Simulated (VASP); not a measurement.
# Ag (P6_3/mmc) in VASP: notebook

Ag is run at these levels: LDA; tasks: electric field gradients.

Program: VASP 6.6.1. These are calculated values, not measurements. Logs are shortened: lines on timing, memory, paths and dates and some standing lists are left out, and cuts for length are marked.

## Step 1: The cell of the first run

It takes space group P6_3/mmc (No. 194, hexagonal). The conventional cell has a = 2.924 Å, b = 2.924 Å, c = 10.132 Å, α = 90.00°, β = 90.00°, γ = 120.00°. Within 3.9 Å of Ag (site symmetry -6m2) lie 12 Ag at 2.92 to 3.04 Å. Ag (site symmetry -3m) has 12 Ag at 2.92 to 3.04 Å within 3.9 Å.

This isn't the form of Ag at room conditions, which is fcc.

## Step 2: Electric field gradients, LDA (18.76 Å³/atom)

Input file INCAR:

```
SYSTEM = Ag
PREC = Accurate ; ENCUT = 520
EDIFF = 1E-8 ; ISMEAR = -1
SIGMA = 0.08 ; LREAL = .FALSE.
LASPH = .TRUE. ; NELM = 60
ALGO = Normal ; ISIF = 2
LWAVE = .FALSE. ; LCHARG = .FALSE.
LEFG = .TRUE. ; NBANDS = 30
```

Input file KPOINTS:

```
Automatic mesh
0
G
  14 14 4
  0 0 0
```

Input file POSCAR:

```
Ag
1.0
    2.9241795655      0.0000000000      0.0000000000
   -1.4620897828      2.5324137891      0.0000000000
    0.0000000000      0.0000000000     10.1315940382
Ag
4
Direct
    0.3333333333      0.6666666667      0.2500000000
    0.6666666667      0.3333333333      0.7500000000
    0.0000000000      0.0000000000      0.0000000000
    0.0000000000      0.0000000000      0.5000000000
```

Potentials or basis: VASP PAW LDA potentials, release 64 (Ag).

On the command line:

```sh
> cat potpaw_LDA.64/Ag/POTCAR > POTCAR
> mpirun -np 1 vasp_std > vasp.out
```

OUTCAR:

```text
SYSTEM = Ag
   PREC = Accurate
   ENCUT = 520
   EDIFF = 1E-8
   ISMEAR = -1
   LREAL = .FALSE.
   LASPH = .TRUE.
   NELM = 60
   ISIF = 2

 ion  position               nearest neighbor table
   1  0.333  0.667  0.250-   3 3.04   4 3.04   3 3.04   4 3.04   3 3.04   4 3.04
   2  0.667  0.333  0.750-   3 3.04   4 3.04   3 3.04   4 3.04   3 3.04   4 3.04
   3  0.000  0.000  0.000-   1 3.04   2 3.04   2 3.04   1 3.04   2 3.04   1 3.04
   4  0.000  0.000  0.500-   1 3.04   2 3.04   2 3.04   1 3.04   2 3.04   1 3.04

  LATTYP: Found a hexagonal cell.
 ALAT       =     2.9241795655
 C/A-ratio  =     3.4647646669

  Lattice vectors:

 A1 = (   2.9241795655,   0.0000000000,   0.0000000000)
 A2 = (  -1.4620897828,   2.5324137891,   0.0000000000)
 A3 = (   0.0000000000,   0.0000000000,  10.1315940382)

Analysis of symmetry for initial positions (statically):
=====================================================================
 Subroutine PRICEL returns:
 Original cell was already a primitive cell.

 Routine SETGRP: Setting up the symmetry group for a
 hexagonal supercell.

 Subroutine GETGRP returns: Found 24 space group operations
 (whereof 12 operations were pure point group operations)
 out of a pool of 24 trial point group operations.

The static configuration has the point symmetry D_3d.
 The point group associated with its full space group is D_6h.

Analysis of symmetry for dynamics (positions and initial velocities):
=====================================================================
 Subroutine PRICEL returns:
 Original cell was already a primitive cell.

 Routine SETGRP: Setting up the symmetry group for a
 hexagonal supercell.

 Subroutine GETGRP returns: Found 24 space group operations
 (whereof 12 operations were pure point group operations)
 out of a pool of 24 trial point group operations.

The dynamic configuration has the point symmetry D_3d.
 The point group associated with its full space group is D_6h.

 Subroutine INISYM returns: Found 24 space group operations
[... 143 lines left out ...]
  ext. energy  EPLUGINS =         0.00000000
  ---------------------------------------------------
  free energy    TOTEN  =       -14.54499719 eV

  energy without entropy =      -14.51771713  energy(sigma->0) =      -14.53135716

 E-fermi :   6.8382     XC(G=0): -12.0277

 val. band max:        6.8311459533   @ k =   0.3571   0.1429   0.5000
 cond. band min:       6.8448558031   @ k =   0.3571   0.0000   0.2500
 fundamental gap:      0.0137098498
 Fermi energy:         6.8382425801

 k-point     1 :       0.0000    0.0000    0.0000
  band No.  band energies     occupation
      1      -0.2805      2.00000
      2       0.8578      2.00000
      3       0.8594      2.00000
      4       0.9699      2.00000
      5       2.2123      2.00000
      6       2.4406      2.00000
[... 781 lines left out ...]
     29      13.1683      0.00000
     30      15.2500      0.00000

 [... further k-points ...]

------------------------ aborting loop because EDIFF is reached ----------------------------------------

  FORCE on cell =-STRESS in cart. coord.  units (eV):
  Direction    XX          YY          ZZ          XY          YZ          ZX
  --------------------------------------------------------------------------------------
  -------------------------------------------------------------------------------------
  Total       -5.8009934     -5.8009934     -7.1463293      0.0000000      0.0000000      0.0000000
  in kB     -123.8786510   -123.8786510   -152.6079369      0.0000000      0.0000000      0.0000000
  external PRESSURE =    -133.4550796 kB  Pullay stress =       0.0000000 kB

 VOLUME and BASIS-vectors are now :
 -----------------------------------------------------------------------------
  energy-cutoff  :      520.00
  volume of cell :       75.03
      direct lattice vectors                 reciprocal lattice vectors
     2.924179565  0.000000000  0.000000000     0.341976263  0.197440087  0.000000000
    -1.462089783  2.532413789  0.000000000     0.000000000  0.394880175  0.000000000
     0.000000000  0.000000000 10.131594038     0.000000000  0.000000000  0.098701152

 POSITION                                       TOTAL-FORCE (eV/Angst)
 -----------------------------------------------------------------------------------
     -0.00000      1.68828      2.53290        -0.000000      0.000000     -0.000000
      1.46209      0.84414      7.59870         0.000000     -0.000000      0.000000
      0.00000      0.00000      0.00000        -0.000000      0.000000     -0.000000
      0.00000      0.00000      5.06580        -0.000000      0.000000     -0.000000
 -----------------------------------------------------------------------------------
    total drift:                               -0.000000      0.000000     -0.000000

  FREE ENERGIE OF THE ION-ELECTRON SYSTEM (eV)
  ---------------------------------------------------
  free  energy   TOTEN  =       -14.5449971858 eV

  energy  without entropy=      -14.5177171285  energy(sigma->0) =      -14.53135716

 Electric field gradients (V/A^2)
---------------------------------------------------------------------
 ion       V_xx      V_yy      V_zz      V_xy      V_xz      V_yz
---------------------------------------------------------------------
   1      -4.825    -4.826     9.650    -0.001     0.000     0.000
   2      -4.825    -4.826     9.650    -0.001     0.000     0.000
   3      -4.493    -4.494     8.988    -0.001    -0.000     0.000
   4      -4.493    -4.494     8.988    -0.001     0.000    -0.000
---------------------------------------------------------------------

 Electric field gradients after diagonalization (V/A^2)
 (convention: |V_zz| > |V_xx| > |V_yy|)
----------------------------------------------------------------------
 ion       V_xx      V_yy      V_zz     asymmetry (V_yy - V_xx)/ V_zz
----------------------------------------------------------------------
   1      -4.826    -4.824     9.650       0.000
   2      -4.826    -4.824     9.650       0.000
   3      -4.495    -4.493     8.988       0.000
   4      -4.495    -4.493     8.988       0.000
----------------------------------------------------------------------

           NMR quadrupolar parameters

 Cq : quadrupolar parameter    Cq=e*Q*V_zz/h
 eta: asymmetry parameters     (V_yy - V_xx)/ V_zz
 Q  : nuclear electric quadrupole moment in mb (millibarn)
----------------------------------------------------------------------
 ion       Cq(MHz)       eta       Q (mb)
----------------------------------------------------------------------
   1       0.023       0.000       1.000
   2       0.023       0.000       1.000
   3       0.022       0.000       1.000
   4       0.022       0.000       1.000
----------------------------------------------------------------------
```

OSZICAR:

```text
N       E                     dE             d eps       ncg     rms          rms(c)
DAV:   1     0.287171482089E+03    0.28717E+03   -0.22446E+04  4336   0.143E+03
DAV:   2    -0.941879800034E+01   -0.29659E+03   -0.28072E+03  4446   0.326E+02
DAV:   3    -0.156300114461E+02   -0.62112E+01   -0.61740E+01  5012   0.536E+01
DAV:   4    -0.156590339172E+02   -0.29022E-01   -0.29017E-01  4638   0.353E+00
DAV:   5    -0.156593292954E+02   -0.29538E-03   -0.29538E-03  4980   0.389E-01    0.870E+00
DAV:   6    -0.145854823827E+02    0.10738E+01   -0.36190E+00  4548   0.152E+01    0.581E+00
DAV:   7    -0.145601682319E+02    0.25314E-01   -0.29872E-02  4782   0.114E+00    0.343E+00
DAV:   8    -0.145449841308E+02    0.15184E-01   -0.17868E-03  4680   0.357E-01    0.547E-02
DAV:   9    -0.145449919671E+02   -0.78363E-05   -0.75055E-05  4932   0.100E-01    0.190E-02
DAV:  10    -0.145449965654E+02   -0.45983E-05   -0.72161E-06  4764   0.236E-02    0.890E-03
DAV:  11    -0.145449971953E+02   -0.62990E-06   -0.19680E-06  4698   0.111E-02    0.134E-03
DAV:  12    -0.145449971858E+02    0.95788E-08   -0.25128E-08  3722   0.130E-03
   1 F= -.14544997E+02 E0= -.14531357E+02  d E =-.272801E-01
```

It took 62 s on 1 thread of AMD EPYC 9R45 (Zen 5), shared host; peak memory 0.21 GiB.

What came out:

```yaml
Free_energy: -14.5450 eV
Pressure: -13.3 GPa
Band_gap_on_the_k_mesh: zero (bands 22 and 23 overlap by 5.92 eV)
Largest_electric_field_gradient_by_atom: Ag +9.7, +9.0 (each value once) V/Å²
```

Levels at points of the mesh, in eV from the Fermi level:
| k point | band 18 | band 19 | band 20 | band 21 | band 22 | band 23 | band 24 | band 25 | band 26 | band 27 |
| --- | --- | --- | --- | --- | --- | --- | --- | --- | --- | --- |
| (0.00, 0.00, 0.00) | -3.32 | -3.32 | -3.21 | -3.21 | -2.92 | -2.92 | -0.51 | 2.37 | 9.25 | 9.25 |
| (0.50, 0.00, 0.00) | -2.68 | -2.67 | -2.64 | 0.14 | 0.93 | 1.12 | 1.62 | 4.00 | 4.02 | 6.55 |
| (0.00, 0.00, 0.50) | -3.48 | -3.03 | -3.03 | -3.03 | -3.03 | -2.44 | -2.44 | 5.05 | 5.05 | 13.53 |
| (0.50, 0.00, 0.50) | -2.71 | -2.65 | -2.65 | 0.47 | 0.47 | 1.48 | 1.48 | 4.36 | 4.36 | 5.78 |

Electric field gradients, principal values (V/Å²):
| atom | least | middle | greatest (by size) |
| --- | --- | --- | --- |
| 1 Ag | -4.824 | -4.826 | 9.650 |
| 2 Ag | -4.824 | -4.826 | 9.650 |
| 3 Ag | -4.493 | -4.495 | 8.988 |
| 4 Ag | -4.493 | -4.495 | 8.988 |

Caveat: the cell stands under tension; without QUAD_EFG the Cq values of the log hold for a quadrupole moment of 1 mb, not for the nuclei.

## Step 3: Electric field gradients, LDA (19.12 Å³/atom)

This run uses another cell than the first one, of 19.12 Å³/atom.

Input file INCAR:

```
SYSTEM = Ag
PREC     = Accurate       ! precision mode
ENCUT    = 520            ! plane-wave cutoff, eV
EDIFF    = 1E-8           ! SCF threshold, eV
ISMEAR   = -1             ! smearing method
SIGMA    = 0.08           ! smearing width, eV
LREAL    = .False.        ! projectors in reciprocal space
LASPH    = .True.         ! aspherical terms in the spheres
NELM     = 60             ! most SCF steps
ALGO     = Normal         ! electronic algorithm
ISIF     = 2              ! what is computed and relaxed
LWAVE    = .False.        ! write WAVECAR
LCHARG   = .False.        ! write CHGCAR
GGA      = CA             ! functional
LEFG     = .True.       
NBANDS   = 30             ! bands
```

Input file KPOINTS:

```
regular mesh
0
Gamma
  14 14 4
  0 0 0
```

Input file POSCAR:

```
Ag
1.0
    2.9428054153      0.0000000000      0.0000000000
   -1.4714027076      2.5485442481      0.0000000000
    0.0000000000      0.0000000000     10.1961282242
Ag
4
Direct
    0.3333333333      0.6666666667      0.2500000000
    0.6666666667      0.3333333333      0.7500000000
    0.0000000000      0.0000000000      0.0000000000
    0.0000000000      0.0000000000      0.5000000000
```

Potentials or basis: VASP PAW LDA potentials, release 64 (Ag).

On the command line:

```sh
> cat potpaw_LDA.64/Ag/POTCAR > POTCAR
> mpirun -np 1 vasp_std > vasp.out
```

OUTCAR:

```text
SYSTEM = Ag
   PREC = Accurate
   ENCUT = 520
   EDIFF = 1E-8
   ISMEAR = -1
   LREAL = .False.
   LASPH = .True.
   NELM = 60
   ISIF = 2
   GGA = CA

 ion  position               nearest neighbor table
   1  0.333  0.667  0.250-   3 3.06   4 3.06   3 3.06   4 3.06   3 3.06   4 3.06
   2  0.667  0.333  0.750-   3 3.06   4 3.06   3 3.06   4 3.06   3 3.06   4 3.06
   3  0.000  0.000  0.000-   1 3.06   2 3.06   2 3.06   1 3.06   2 3.06   1 3.06
   4  0.000  0.000  0.500-   1 3.06   2 3.06   2 3.06   1 3.06   2 3.06   1 3.06

  LATTYP: Found a hexagonal cell.
 ALAT       =     2.9428054153
 C/A-ratio  =     3.4647646668

  Lattice vectors:

 A1 = (   2.9428054153,   0.0000000000,   0.0000000000)
 A2 = (  -1.4714027076,   2.5485442481,   0.0000000000)
 A3 = (   0.0000000000,   0.0000000000,  10.1961282242)

Analysis of symmetry for initial positions (statically):
=====================================================================
 Subroutine PRICEL returns:
 Original cell was already a primitive cell.
[... 998 lines left out ...]
     -0.00000      1.69903      2.54903        -0.000000      0.000000     -0.000000
      1.47140      0.84951      7.64710         0.000000      0.000000      0.000000
      0.00000      0.00000      0.00000         0.000000     -0.000000     -0.000000
      0.00000      0.00000      5.09806         0.000000     -0.000000     -0.000000
 -----------------------------------------------------------------------------------
    total drift:                               -0.000000      0.000000     -0.000000

  FREE ENERGIE OF THE ION-ELECTRON SYSTEM (eV)
  ---------------------------------------------------
  free  energy   TOTEN  =       -14.4213917665 eV

  energy  without entropy=      -14.3945025398  energy(sigma->0) =      -14.40794715

 Electric field gradients (V/A^2)
---------------------------------------------------------------------
 ion       V_xx      V_yy      V_zz      V_xy      V_xz      V_yz
---------------------------------------------------------------------
   1      -4.582    -4.583     9.165    -0.001     0.000    -0.000
   2      -4.582    -4.583     9.165    -0.001     0.000    -0.000
   3      -4.321    -4.322     8.643    -0.001    -0.000     0.000
   4      -4.321    -4.322     8.643    -0.001     0.000    -0.000
---------------------------------------------------------------------

 Electric field gradients after diagonalization (V/A^2)
 (convention: |V_zz| > |V_xx| > |V_yy|)
----------------------------------------------------------------------
 ion       V_xx      V_yy      V_zz     asymmetry (V_yy - V_xx)/ V_zz
----------------------------------------------------------------------
   1      -4.584    -4.582     9.165       0.000
   2      -4.584    -4.582     9.165       0.000
   3      -4.322    -4.320     8.643       0.000
   4      -4.322    -4.320     8.643       0.000
----------------------------------------------------------------------

           NMR quadrupolar parameters

 Cq : quadrupolar parameter    Cq=e*Q*V_zz/h
 eta: asymmetry parameters     (V_yy - V_xx)/ V_zz
 Q  : nuclear electric quadrupole moment in mb (millibarn)
----------------------------------------------------------------------
 ion       Cq(MHz)       eta       Q (mb)
----------------------------------------------------------------------
   1       0.022       0.000       1.000
   2       0.022       0.000       1.000
   3       0.021       0.000       1.000
   4       0.021       0.000       1.000
----------------------------------------------------------------------
```

OSZICAR:

```text
N       E                     dE             d eps       ncg     rms          rms(c)
DAV:   1     0.285863158810E+03    0.28586E+03   -0.22388E+04  4320   0.143E+03
DAV:   2    -0.922340565210E+01   -0.29509E+03   -0.27892E+03  4458   0.324E+02
DAV:   3    -0.154766874711E+02   -0.62533E+01   -0.62149E+01  5024   0.534E+01
DAV:   4    -0.155056174454E+02   -0.28930E-01   -0.28926E-01  4632   0.356E+00
DAV:   5    -0.155059219494E+02   -0.30450E-03   -0.30450E-03  4974   0.393E-01    0.832E+00
DAV:   6    -0.144593655620E+02    0.10466E+01   -0.35845E+00  4518   0.151E+01    0.561E+00
DAV:   7    -0.144361811604E+02    0.23184E-01   -0.29047E-02  4770   0.113E+00    0.336E+00
DAV:   8    -0.144213828084E+02    0.14798E-01   -0.17905E-03  4716   0.355E-01    0.470E-02
DAV:   9    -0.144213873574E+02   -0.45491E-05   -0.71372E-05  4920   0.910E-02    0.186E-02
DAV:  10    -0.144213911465E+02   -0.37891E-05   -0.70410E-06  4746   0.246E-02    0.846E-03
DAV:  11    -0.144213917761E+02   -0.62958E-06   -0.19089E-06  4716   0.114E-02    0.137E-03
DAV:  12    -0.144213917654E+02    0.10655E-07   -0.40829E-08  4580   0.143E-03    0.805E-04
DAV:  13    -0.144213917665E+02   -0.10978E-08   -0.26802E-09  2658   0.399E-04
   1 F= -.14421392E+02 E0= -.14407947E+02  d E =-.268892E-01
```

stdout:

```text
POSCAR found type information on POSCAR Ag
 POSCAR found :  1 types and       4 ions
 scaLAPACK will be used
 LDA part: xc-table for (Slater(with rela. corr.)+CA(PZ))
 , standard interpolation
 POSCAR, INCAR and KPOINTS ok, starting setup
 FFT: planning ... GRIDC
 FFT: planning ... GRID_SOFT
 FFT: planning ... GRID
 WAVECAR not read
 entering main loop
ion   1

ion   2

ion   3

ion   4
```

Run time: 67 s. Hardware: 1 thread of AMD EPYC 9R45 (Zen 5), shared host; peak memory 0.22 GiB.

What came out:

```yaml
Free_energy: -14.4214 eV
Pressure: -14.2 GPa
Band_gap_on_the_k_mesh: zero (bands 22 and 23 overlap by 5.87 eV)
Largest_electric_field_gradient_by_atom: Ag +9.2, +8.6 (each value once) V/Å²
```

Stress tensor (GPa, compression positive):
```
-13.39   0.00   0.00
  0.00 -13.39   0.00
  0.00   0.00 -15.91
```

Electric field gradients, principal values (V/Å²):
| atom | least | middle | greatest (by size) |
| --- | --- | --- | --- |
| 1 Ag | -4.582 | -4.584 | 9.165 |
| 2 Ag | -4.582 | -4.584 | 9.165 |
| 3 Ag | -4.320 | -4.322 | 8.643 |
| 4 Ag | -4.320 | -4.322 | 8.643 |

Caveat: the cell stands under tension; without QUAD_EFG the Cq values of the log hold for a quadrupole moment of 1 mb, not for the nuclei.

(Continued in part 2 of 2.)

The gap in the log of VASP goes by the Fermi energy; the results here count the filled bands.